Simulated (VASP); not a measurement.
Input of a VASP 6.6.1 run:

POSCAR

```
HfO2
1.0
    0.0000000000      2.6050577889      2.5051837891
    2.6050577889      0.0000000000      2.5051837891
    2.6050577889      2.6050577889      0.0000000000
Hf O
1 2
Direct
    0.0000000000      0.0000000000      0.0000000000
    0.2500000000      0.2500000000      0.2500000000
    0.7500000000      0.7500000000      0.7500000000
```

File INCAR.step1:

```
SYSTEM = HfO2
PREC = Accurate
ENCUT = 520
ISMEAR = 0
SIGMA = 0.01
LREAL = .FALSE.
LASPH = .TRUE.
NELM = 150
MAGMOM = 0 0 0 0 0 0 0 0 0
LSORBIT = .TRUE.
GGA_COMPAT = .FALSE.
LMAXMIX = 4
NBANDS = 35
GGA = PE
ALGO = Normal
EDIFF = 1E-4
LWAVE = .TRUE.
LCHARG = .FALSE.
```

Contents of INCAR.step2:

```
SYSTEM = HfO2
PREC = Accurate
ENCUT = 520
EDIFF = 1E-7
ISMEAR = 0
SIGMA = 0.01
LREAL = .FALSE.
LASPH = .TRUE.
NELM = 150
ALGO = Normal
ISIF = 2
LWAVE = .FALSE.
LCHARG = .FALSE.
MAGMOM = 0 0 0 0 0 0 0 0 0
LORBIT = 11
LSORBIT = .TRUE.
GGA_COMPAT = .FALSE.
LORBMOM = .TRUE.
LMAXMIX = 4
METAGGA = R2SCAN
LMIXTAU = .TRUE.
NBANDS = 35
ISTART = 1
```

Contents of KPOINTS:

```
regular mesh
0
G
  8 8 8
  0 0 0
```

Potentials or basis: VASP PAW PBE potentials, release 64 (Hf_pv, O).

Launch:

```console
$ cat potpaw_PBE.64/Hf_pv/POTCAR potpaw_PBE.64/O/POTCAR > POTCAR
$ cp INCAR.step1 INCAR
$ mpirun -np 1 vasp_ncl > vasp.out
$ cp INCAR.step2 INCAR
$ mpirun -np 1 vasp_ncl > vasp.out
```

Problem. Predict the pressure.

Solution. -15.3 GPa.

Problem. Estimate the net moment.

Solution. 0.00 μB per cell.

Stress tensor (GPa, compression positive):
```
-21.40   0.00   0.00
  0.00 -21.40   0.00
  0.00   0.00  -3.18
```

Caveat: the cell differs from its parent crystal (epitaxial xy strain +3.0%); the PAW data sets were made with another functional, which shifts forces and pressure a little.
